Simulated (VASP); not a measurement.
Set up this calculation in VASP 6.6.1, as the native input.

```
Task                   : relaxation of cell and atoms
Functional             : PBE
Potentials or basis    : VASP PAW PBE potentials, release 64 (Na_pv)
Cutoff                 : 600 eV
k mesh                 : 7 × 7 × 7
Occupations            : fermi-dirac, width 0.1 eV
Spin                   : no spin polarisation
Dipole correction      : no
Further INCAR settings : ALGO = Normal; EDIFF = 1e-06; IBRION = 2; EDIFFG = -0.02; NSW = 60; ISIF = 3
```

The structure of Na lies in POSCAR:

```
Na
1.0
    2.1400000000      2.1400000000      2.1400000000
   -2.1400000000      2.1400000000      2.1400000000
   -2.1400000000     -2.1400000000      2.1400000000
Na
1
Direct
    0.0000000000      0.0000000000      0.0000000000
```

These files were run (other wordings do the same):

INCAR

```
SYSTEM = Na
ALGO = Normal
EDIFF = 1E-6
EDIFFG = -0.02
ENCUT = 600
GGA = PE
IBRION = 2
ISIF = 3
ISMEAR = -1
LASPH = .TRUE.
LCHARG = .FALSE.
LREAL = .FALSE.
LWAVE = .FALSE.
NELM = 100
NSW = 60
PREC = Accurate
SIGMA = 0.1
```

KPOINTS

```
k-points
0
G
  7 7 7
  0 0 0
```

Potentials or basis: VASP PAW PBE potentials, release 64 (Na_pv).

Command:

```sh
$ cat potpaw_PBE.64/Na_pv/POTCAR > POTCAR
$ mpirun -np 1 vasp_std > vasp.out
```

It gave:

The relaxed volume is 37.06 Å³/atom. The relaxed cell is a = 3.638 Å, b = 3.638 Å, c = 3.638 Å, α = 70.53°, β = 109.47°, γ = 70.53°. The space group after relaxing (to 0.05 Å) is Im-3m (No. 229) and the energy gained by relaxing is 2.9 meV/atom. The ionic steps are 3 and the pressure after relaxing is 0.0 GPa.

Run time: 14 s on 1 thread of AMD EPYC 7R13 Processor (Zen 3), on a shared host, peak memory 0.12 GiB.
